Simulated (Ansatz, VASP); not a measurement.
Two plane-wave programs on Au

Contents of POSCAR:

```
Au
1.0
    2.0621898478      2.0621898478      0.0000000000
   -2.0621898478      2.0621898478      0.0000000000
    0.0000000000      0.0000000000      4.0831358986
Au
2
Direct
    0.0000000000      0.0000000000      0.0000000000
    0.5000000000      0.5000000000      0.5000000000
```

INCAR.step1

```
  PREC = Accurate
  ENCUT = 520
  ISMEAR = 0
  SIGMA = 0.1
  LREAL = F
  LASPH = T
  NELM = 100
  NBANDS = 18
  GGA = PE
  ALGO = Normal
  EDIFF = 1E-4
  LWAVE = T
  LCHARG = F
```

File INCAR.step2:

```
  PREC = Accurate
  ENCUT = 520
  EDIFF = 1E-6
  ISMEAR = 0
  SIGMA = 0.1
  LREAL = F
  LASPH = T
  NELM = 100
  ALGO = Normal
  ISIF = 2
  LWAVE = F
  LCHARG = T
  METAGGA = R2SCAN
  LMIXTAU = T
  LELF = T
  LVHAR = T
  NBANDS = 18
  ISTART = 1
```

Contents of KPOINTS:

```
Automatic mesh
0
Gamma
  18 18 12
```

Input for Ansatz:

```yaml
crystal:
  lattice:
    - [2.0621898478, 2.0621898478, 0.0]
    - [-2.0621898478, 2.0621898478, 0.0]
    - [0.0, 0.0, 4.0831358986]
  atoms:
    - { symbol: Au, position: [0.0, 0.0, 0.0] }
    - { symbol: Au, position: [0.5, 0.5, 0.5] }
basis:
  ecutwfc: 500
kpoints:
  mp_grid: { grid: [18, 18, 12] }
hamiltonian:
  xc: r2scan
scf:
  occupations: { method: gaussian, width: 0.1 }
output:
  forces: true
  stress: true
  eigenvalues: true
```

Change from the starting cell: strain along c alone, the other axes held, atoms relaxed: -1.0 %.

Alike in both runs: task single point; functional r2SCAN; k mesh 18 × 18 × 12; occupations gaussian, width 0.1 eV; no spin polarisation.

|  | VASP | Ansatz |
| --- | --- | --- |
| version | VASP 6.6.1 | Ansatz 0.2.0 |
| potentials or method | VASP PAW PBE potentials, release 64 (Au), cutoff 520 eV | scalar-relativistic, plane waves, PAW |
| valence electrons in the cell | 22 | 38 |

|  | VASP | Ansatz | Ansatz less VASP |
| --- | --- | --- | --- |
| gap on the k mesh at the Fermi level (eV) | none | none | - |
| pressure (GPa) | 1.9 | 1.6 | -0.29 |
| traceless stress, the component that is largest in VASP (GPa) | -0.07 | -0.07 | -0.007 |

VASP's potentials were made for PBE, not for r2SCAN. A gap of «none» marks a metal or a gap that the smearing closes. The functional is the same, so the differences come from potentials, cutoffs and numerics. VASP's potentials hold 22 valence electrons a cell and Ansatz's 38, so a difference there can come from the potentials and not from the codes.

Spin-orbit coupling is off throughout.
